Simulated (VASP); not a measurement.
# EuS (Fm-3m) in VASP: notebook

Runs on EuS. Level: PBEsol. Tasks: single point.

Everything below comes from runs of VASP 6.6.1. Logs are shortened: lines on timing, memory, paths and dates and some standing lists are left out, and cuts for length are marked.

### 1 The cell of the first run

Symmetry: Fm-3m, No. 225, cubic system. The conventional cell has a = 5.957 Å, b = 5.957 Å, c = 5.957 Å, α = 90.00°, β = 90.00°, γ = 90.00°. Within 3.9 Å of Eu (site symmetry m-3m) lie 6 S at 2.98 Å. S (site symmetry m-3m) has 6 Eu at 2.98 Å within 3.9 Å.

### 2 Single point, PBEsol, collinear spin, ferromagnetic start

INCAR

```
PREC = Accurate
ENCUT = 600
EDIFF = 1E-6
ISMEAR = -1
SIGMA = 0.1
LREAL = F
LASPH = T
NELM = 200
ALGO = Normal
ISIF = 2
LWAVE = F
LCHARG = F
ISPIN = 2
MAGMOM = 9.1 0
LORBIT = 11
LMAXMIX = 6
GGA = PS
NBANDS = 22
GGA_COMPAT = F
```

KPOINTS

```
Automatic mesh
0
Gamma
  10 10 10
```

POSCAR

```
EuS
1.0
    0.0000000000      2.9785000000      2.9785000000
    2.9785000000      0.0000000000      2.9785000000
    2.9785000000      2.9785000000      0.0000000000
Eu S
1 1
Direct
    0.0000000000      0.0000000000      0.0000000000
    0.5000000000      0.5000000000      0.5000000000
```

Potentials or basis: VASP PAW PBE potentials, release 64 (Eu, S).

The run is started by

```sh
> cat potpaw_PBE.64/Eu/POTCAR potpaw_PBE.64/S/POTCAR > POTCAR
> mpirun -np 1 vasp_std > vasp.out
```

OUTCAR:

```text
PREC = Accurate
   ENCUT = 600
   EDIFF = 1E-6
   ISMEAR = -1
   LREAL = F
   LASPH = T
   NELM = 200
   ISIF = 2
   ISPIN = 2
   LORBIT = 11
   GGA = PS

 ion  position               nearest neighbor table
   1  0.000  0.000  0.000-   2 2.98   2 2.98   2 2.98   2 2.98   2 2.98   2 2.98
   2  0.500  0.500  0.500-   1 2.98   1 2.98   1 2.98   1 2.98   1 2.98   1 2.98

  LATTYP: Found a face centered cubic cell.
 ALAT       =     5.9570000000

  Lattice vectors:

 A1 = (   0.0000000000,   2.9785000000,   2.9785000000)
 A2 = (   2.9785000000,   0.0000000000,   2.9785000000)
 A3 = (   2.9785000000,   2.9785000000,   0.0000000000)

Analysis of symmetry for initial positions (statically):
=====================================================================
 Subroutine PRICEL returns:
 Original cell was already a primitive cell.

 Routine SETGRP: Setting up the symmetry group for a
 face centered cubic supercell.

 Subroutine GETGRP returns: Found 48 space group operations
 (whereof 48 operations were pure point group operations)
 out of a pool of 48 trial point group operations.

The static configuration has the point symmetry O_h .

Analysis of symmetry for dynamics (positions and initial velocities):
=====================================================================
 Subroutine PRICEL returns:
 Original cell was already a primitive cell.

 Routine SETGRP: Setting up the symmetry group for a
 face centered cubic supercell.

 Subroutine GETGRP returns: Found 48 space group operations
 (whereof 48 operations were pure point group operations)
 out of a pool of 48 trial point group operations.

The dynamic configuration has the point symmetry O_h .

Analysis of structural, dynamic, and magnetic symmetry:
=====================================================================
 Subroutine PRICEL returns:
 Original cell was already a primitive cell.

 Routine SETGRP: Setting up the symmetry group for a
 face centered cubic supercell.

 Subroutine GETGRP returns: Found 48 space group operations
 (whereof 48 operations were pure point group operations)
 out of a pool of 48 trial point group operations.

The overall configuration has the point symmetry O_h .

 Subroutine INISYM returns: Found 48 space group operations
 (whereof 48 operations are pure point group operations),
 and found     1 'primitive' translations

----------------------------------------------------------------------------------------

                                     Primitive cell

  volume of cell :      52.8473

  direct lattice vectors                    reciprocal lattice vectors
     0.000000000  2.978500000  2.978500000    -0.167869733  0.167869733  0.167869733
     2.978500000  0.000000000  2.978500000     0.167869733 -0.167869733  0.167869733
     2.978500000  2.978500000  0.000000000     0.167869733  0.167869733 -0.167869733

  length of vectors
     4.212235096  4.212235096  4.212235096     0.290758907  0.290758907  0.290758907

  position of ions in fractional coordinates (direct lattice)
     0.000000000  0.000000000  0.000000000
     0.500000000  0.500000000  0.500000000

  ion indices of the primitive-cell ions
   primitive index   ion index
                 1           1
                 2           2

----------------------------------------------------------------------------------------

 KPOINTS: Automatic mesh

Automatic generation of k-mesh.
 Grid dimensions read from file:
 generate k-points for:   10   10   10

 Generating k-lattice:

  Cartesian coordinates                     Fractional coordinates (reciprocal lattice)
    -0.016786973  0.016786973  0.016786973     0.100000000  0.000000000  0.000000000
     0.016786973 -0.016786973  0.016786973     0.000000000  0.100000000  0.000000000
     0.016786973  0.016786973 -0.016786973     0.000000000  0.000000000  0.100000000

  Length of vectors
     0.029075891  0.029075891  0.029075891

  Shift w.r.t. Gamma in fractional coordinates (k-lattice)
     0.000000000  0.000000000  0.000000000

 Subroutine IBZKPT returns following result:
 ===========================================

 Found     47 irreducible k-points:

 Following reciprocal coordinates:
            Coordinates               Weight
  0.000000  0.000000  0.000000      1.000000
  0.100000  0.000000  0.000000      8.000000
  0.200000  0.000000  0.000000      8.000000
  0.300000  0.000000  0.000000      8.000000
  0.400000  0.000000  0.000000      8.000000
  0.500000  0.000000  0.000000      4.000000
[... 16 lines left out ...]
  0.300000  0.300000  0.000000      6.000000
  0.400000  0.300000  0.000000     24.000000
 [... further k-points ...]
   k-points           NKPTS =     47   k-points in BZ     NKDIM =     47   number of bands    NBANDS=     22
   number of dos      NEDOS =    301   number of ions     NIONS =      2
   total plane-waves  NPLWV =  46656
   dimension x,y,z NGX =    36 NGY =   36 NGZ =   36
   dimension x,y,z NGXF=    72 NGYF=   72 NGZF=   72
   ions per type =               1   1
   NGX,Y,Z   is equivalent  to a cutoff of  14.21, 14.21, 14.21 a.u.
   NGXF,Y,Z  is equivalent  to a cutoff of  28.42, 28.42, 28.42 a.u.
 SYSTEM =  unknown system
   PREC   = accura    normal or accurate (medium, high low for compatibility)
   ISTART =      0    job   : 0-new  1-cont  2-samecut
   ICHARG =      2    charge: 1-file 2-atom 10-const
   ISPIN  =      2    spin polarized calculation?
   LNONCOLLINEAR =      F non collinear calculations
   LSORBIT =      F    spin-orbit coupling
   LASPH  =      T    aspherical Exc in radial PAW
   ENCUT  =  600.0 eV  44.10 Ry    6.64 a.u.   8.41  8.41  8.41*2*pi/ulx,y,z
   NELM   =    200;   NELMIN=  2; NELMDL= -5     # of ELM steps
   EDIFF  = 0.1E-05   stopping-criterion for ELM
   LREAL  =      F    real-space projection
   EDIFFG = 0.1E-04   stopping-criterion for IOM
   NSW    =      0    number of steps for IOM
   IBRION =     -1    ionic relax: 0-MD 1-quasi-New 2-CG
   NFREE  =      0    steps in history (QN), initial steepest desc. (CG)
   ISIF   =      2    stress and relaxation
   ISYM   =      2    0-nonsym 1-usesym 2-fastsym
   POTIM  = 0.5000    time-step for ionic-motion
   TEBEG  =    0.0;   TEEND  =   0.0 temperature during run
   PSTRESS=    0.0 pullay stress
   NELECT =      23.0000    total number of electrons
   NUPDOWN=      -1.0000    fix difference up-down
   EMIN   =  10.00;   EMAX   =-10.00  energy-range for DOS
   EFERMI =   0.00;   METHOD = LEGACY
   ISMEAR =    -1;   SIGMA  =   0.10  broadening in eV -4-tet -1-fermi 0-gaus
   EFERMI_NEDOS =   21; number of points for ismear=-14 and -15
   IALGO  =     38    algorithm
   IMIX   =      4    mixing-type and parameters
     AMIX     =   0.40;   BMIX     =  1.00
     AMIX_MAG =   1.60;   BMIX_MAG =  1.00
  volume/ion in A,a.u.               =      26.42       178.32
  Fermi-wavevector in a.u.,A,eV,Ry     =   1.240633  2.344456 20.941667  1.539169
  Thomas-Fermi vector in A             =   2.375065
   LORBIT       =     11    0 simple, 1 ext, 2 COOP (PROOUT), +10 PAW based schemes
   GGA     = PS    functional components
   LHFCALC =     F    Hartree Fock is set to
   AEXX    =    0.0000 exact exchange contribution
   IVDW    =     0    specifies the selected vdW correction
   LEPSILON=     F    determine dielectric tensor
   LRPA    =     F    only Hartree local field effects (RPA)
 spin polarized calculation
  energy-cutoff  :      600.00
  volume of cell :       52.85
 maximum number of plane-waves:      1807
 NGX is ok and might be reduce to    36
   NGX = 17   NGY = 17   NGZ = 17

 number of electron      22.9999997 magnetization       6.9423505

 Free energy of the ion-electron system (eV)
  ---------------------------------------------------
  ext. energy  EPLUGINS =         0.00000000
  ---------------------------------------------------
  free energy    TOTEN  =       -20.49730603 eV

  energy without entropy =      -20.44042937  energy(sigma->0) =      -20.46886770

 E-fermi :   4.2112     XC(G=0):  -9.8382

 val. band max:        4.1756024057   @ k =   0.5000   0.4000   0.0000
 cond. band min:       4.2472722245   @ k =  -0.4000   0.5000   0.1000
 fundamental gap:      0.0716698187
 Fermi energy:         4.2112426311

 spin component 1

 k-point     1 :       0.0000    0.0000    0.0000
  band No.  band energies     occupation
      1     -37.4023      1.00000
      2     -16.0962      1.00000
      3     -16.0962      1.00000
      4     -16.0962      1.00000
      5      -9.2817      1.00000
      6       1.4014      1.00000
[... 14 lines left out ...]
     21       6.0315      0.00000
     22      11.4176      0.00000

 k-point     2 :       0.1000    0.0000    0.0000
  band No.  band energies     occupation
      1     -37.4010      1.00000
      2     -16.1299      1.00000
      3     -16.0986      1.00000
      4     -16.0986      1.00000
      5      -9.2037      1.00000
      6       1.0166      1.00000
[... 14 lines left out ...]
     21       6.4132      0.00000
     22      11.8118      0.00000

 k-point     3 :       0.2000    0.0000    0.0000
  band No.  band energies     occupation
      1     -37.3978      1.00000
      2     -16.2158      1.00000
      3     -16.1050      1.00000
      4     -16.1050      1.00000
      5      -8.9970      1.00000
      6       0.2308      1.00000
[... 14 lines left out ...]
     21       7.3445      0.00000
     22      12.6515      0.00000
[... 476 lines left out ...]
 k-point    23 :       0.3000    0.3000    0.0000
  band No.  band energies     occupation
      1     -37.3910      1.00000
      2     -16.2749      1.00000
      3     -16.1575      1.00000
      4     -16.1575      1.00000
      5      -8.8515      1.00000
      6      -0.3439      1.00000
[... 14 lines left out ...]
     21      10.7810      0.00000
     22      11.2338      0.00000

 k-point    24 :       0.4000    0.3000    0.0000
  band No.  band energies     occupation
      1     -37.3885      1.00000
      2     -16.3070      1.00000
      3     -16.1759      1.00000
      4     -16.1672      1.00000
      5      -8.8046      1.00000
      6      -0.2930      1.00000
[... 14 lines left out ...]
     21       9.9901      0.00000
     22      10.9834      0.00000

 [... further k-points ...]

 spin component 2

 k-point     1 :       0.0000    0.0000    0.0000
  band No.  band energies     occupation
      1     -34.3559      1.00000
      2     -13.8484      1.00000
      3     -13.8484      1.00000
      4     -13.8484      1.00000
      5      -9.2708      1.00000
      6       1.5711      1.00000
[... 14 lines left out ...]
     21       8.7050      0.00000
     22      12.5002      0.00000

 k-point     2 :       0.1000    0.0000    0.0000
  band No.  band energies     occupation
      1     -34.3542      1.00000
      2     -13.9033      1.00000
      3     -13.8513      1.00000
      4     -13.8513      1.00000
      5      -9.1770      1.00000
      6       1.1963      1.00000
[... 14 lines left out ...]
     21       8.7343      0.00000
     22      12.8512      0.00000

 k-point     3 :       0.2000    0.0000    0.0000
  band No.  band energies     occupation
      1     -34.3496      1.00000
      2     -14.0391      1.00000
      3     -13.8587      1.00000
      4     -13.8587      1.00000
      5      -8.9350      1.00000
      6       0.4330      1.00000
[... 14 lines left out ...]
     21       8.9015      0.00000
     22      13.6966      0.00000
[... 476 lines left out ...]
 k-point    23 :       0.3000    0.3000    0.0000
  band No.  band energies     occupation
      1     -34.3402      1.00000
      2     -14.1120      1.00000
      3     -13.9304      1.00000
      4     -13.9304      1.00000
      5      -8.8195      1.00000
      6      -0.1270      1.00000
[... 14 lines left out ...]
     21      11.3695      0.00000
     22      12.1997      0.00000

 k-point    24 :       0.4000    0.3000    0.0000
  band No.  band energies     occupation
      1     -34.3367      1.00000
      2     -14.1518      1.00000
      3     -13.9554      1.00000
      4     -13.9429      1.00000
      5      -8.7873      1.00000
      6      -0.0496      1.00000
[... 14 lines left out ...]
     21      10.8419      0.00000
     22      11.7358      0.00000

 [... further k-points ...]

------------------------ aborting loop because EDIFF is reached ----------------------------------------

  FORCE on cell =-STRESS in cart. coord.  units (eV):
  Direction    XX          YY          ZZ          XY          YZ          ZX
  --------------------------------------------------------------------------------------
  -------------------------------------------------------------------------------------
  Total       -1.9136653     -1.9136653     -1.9136653     -0.0000000      0.0000000      0.0000000
  in kB      -58.0167967    -58.0167967    -58.0167967     -0.0000000      0.0000000      0.0000000
  external PRESSURE =     -58.0167967 kB  Pullay stress =       0.0000000 kB

 VOLUME and BASIS-vectors are now :
 -----------------------------------------------------------------------------
  energy-cutoff  :      600.00
  volume of cell :       52.85
      direct lattice vectors                 reciprocal lattice vectors
     0.000000000  2.978500000  2.978500000    -0.167869733  0.167869733  0.167869733
     2.978500000  0.000000000  2.978500000     0.167869733 -0.167869733  0.167869733
     2.978500000  2.978500000  0.000000000     0.167869733  0.167869733 -0.167869733

 POSITION                                       TOTAL-FORCE (eV/Angst)
 -----------------------------------------------------------------------------------
      0.00000      0.00000      0.00000         0.000000      0.000000      0.000000
      2.97850      2.97850      2.97850        -0.000000      0.000000     -0.000000
 -----------------------------------------------------------------------------------
    total drift:                               -0.000000      0.000000      0.000000

  FREE ENERGIE OF THE ION-ELECTRON SYSTEM (eV)
  ---------------------------------------------------
  free  energy   TOTEN  =       -20.4973060313 eV

  energy  without entropy=      -20.4404293700  energy(sigma->0) =      -20.46886770

 total charge

# of ion       s       p       d       f       tot
--------------------------------------------------
    1        2.023   5.722   0.318   6.627  14.691
    2        1.311   2.400   0.000   0.000   3.710
--------------------------------------------------
tot          3.334   8.122   0.318   6.627  18.401

 magnetization (x)

# of ion       s       p       d       f       tot
--------------------------------------------------
    1       -0.012  -0.101   0.090   6.596   6.573
    2       -0.007  -0.064   0.000   0.000  -0.070
--------------------------------------------------
tot         -0.019  -0.164   0.090   6.596   6.503
```

Run time: 2.2 min. Hardware: 1 thread of Oxide Virtual Turin-like, shared host; peak memory 0.29 GiB.

Results:

* Free energy: -20.4973 eV
* Pressure: -5.8 GPa
* Net moment: 6.94 μB per cell
* Site moments: Eu +6.57; S -0.07 μB
* Valence electrons inside the program's atomic spheres: Eu 14.69; S 3.71

Caveat: the cell stands under tension; the PAW data sets were made with another functional, which shifts forces and pressure a little; spin-orbit coupling is left out, which moves the levels of the heavy elements; a cell with one magnetic atom can't hold antiferromagnetic order, which such compounds often take; semilocal functionals describe open f shells poorly, which spoils levels, moments and volumes.

### 3 Single point, PBEsol, collinear spin, ferromagnetic start

This run uses another cell than the first one, of 26.95 Å³/atom.

INCAR

```
PREC = Accurate
ENCUT = 600
EDIFF = 1E-6
ISMEAR = -1
SIGMA = 0.1
LREAL = False
LASPH = True
NELM = 200
ALGO = Normal
ISIF = 2
LWAVE = False
LCHARG = False
ISPIN = 2
MAGMOM = 9.1 0
LORBIT = 11
LMAXMIX = 6
GGA = PS
NBANDS = 22
GGA_COMPAT = False
```

KPOINTS

```
regular mesh
0
Gamma
  10 10 10
```

POSCAR

```
EuS
1.0
    0.0000000000      2.9982257404      2.9982257404
    2.9982257404      0.0000000000      2.9982257404
    2.9982257404      2.9982257404      0.0000000000
Eu S
1 1
Direct
    0.0000000000      0.0000000000      0.0000000000
    0.5000000000      0.5000000000      0.5000000000
```

Potentials or basis: VASP PAW PBE potentials, release 64 (Eu, S).

The run is started by

```sh
> cat potpaw_PBE.64/Eu/POTCAR potpaw_PBE.64/S/POTCAR > POTCAR
> mpirun -np 1 vasp_std > vasp.out
```

It took 2.1 min on 1 thread of Oxide Virtual Turin-like, shared host; peak memory 0.29 GiB.

It converged, with:

```yaml
Free_energy: -20.4569 eV
Pressure: -6.4 GPa
Net_moment: 6.95 μB per cell
Site_moments: Eu +6.58; S -0.07 μB
Valence_electrons_inside_the_program's_atomic_spheres: Eu 14.69; S 3.71
```

Levels at points of the mesh, in eV from the Fermi level:
Spin up:
```
           k point  band 13  band 14  band 15  band 16  band 17  band 18
(0.00, 0.00, 0.00)    -0.10    -0.10    -0.10     0.52     0.95     0.95
(0.50, 0.00, 0.00)    -0.45    -0.42    -0.41     2.72     3.04     3.46
(0.50, 0.50, 0.00)    -0.47    -0.43    -0.25    -0.25     2.93     2.94
```
Spin down:
| k point | band 6 | band 7 | band 8 | band 9 | band 10 | band 11 |
| --- | --- | --- | --- | --- | --- | --- |
| (0.00, 0.00, 0.00) | -2.64 | -2.64 | -2.64 | 1.10 | 1.70 | 1.70 |
| (0.50, 0.00, 0.00) | -5.17 | -3.75 | -3.75 | 2.64 | 3.82 | 3.87 |
| (0.50, 0.50, 0.00) | -3.81 | -3.01 | -3.01 | -0.27 | 3.63 | 3.80 |

Caveat: the cell stands under tension; the PAW data sets were made with another functional, which shifts forces and pressure a little; spin-orbit coupling is left out, which moves the levels of the heavy elements; a cell with one magnetic atom can't hold antiferromagnetic order, which such compounds often take; semilocal functionals describe open f shells poorly, which spoils levels, moments and volumes. With open d or f shells a metallic result of PBEsol can be an artefact of self-interaction; +U or a hybrid may open a gap.
